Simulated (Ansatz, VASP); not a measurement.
# Two plane-wave programs on SrVO3

```xyz
5
Lattice="3.9280 0.0000 0.0000 0.0000 3.9280 0.0000 0.0000 0.0000 3.9280" Properties=species:S:1:pos:R:3 pbc="T T T"
Sr    1.9640    1.9640    1.9640
V     0.0000    0.0000    0.0000
O     1.9640    0.0000    0.0000
O     0.0000    1.9640    0.0000
O     0.0000    0.0000    1.9640
```

Alike in both runs: task single point; functional r2SCAN; k mesh 8 × 8 × 8; occupations gaussian, width 0.05 eV; collinear spin.

```csv
,VASP,Ansatz
version,VASP 6.6.1,Ansatz 0.2.0
potentials or method,"VASP PAW PBE potentials, release 64 (Sr_sv, V_sv, O), cutoff 520 eV","scalar-relativistic, plane waves, PAW"
valence electrons in the cell,41,41
```

```tsv
	VASP	Ansatz	Ansatz less VASP
gap on the k mesh at the Fermi level (eV)	none	none	-
pressure (GPa)	-12.5	-11.5	+0.98
net moment per atom (μB)	0.03	0.20	+0.169
size of the moment on the site where the two differ most (μB)	0.16	0.86	+0.702
```

The net moments are unlike, so the other rows may belong to different states. VASP's potentials were made for PBE, not for r2SCAN. Site moments also hang on the region over which each program counts them. A gap of «none» marks a metal or a gap that the smearing closes. Ansatz's warnings: stability check not made.
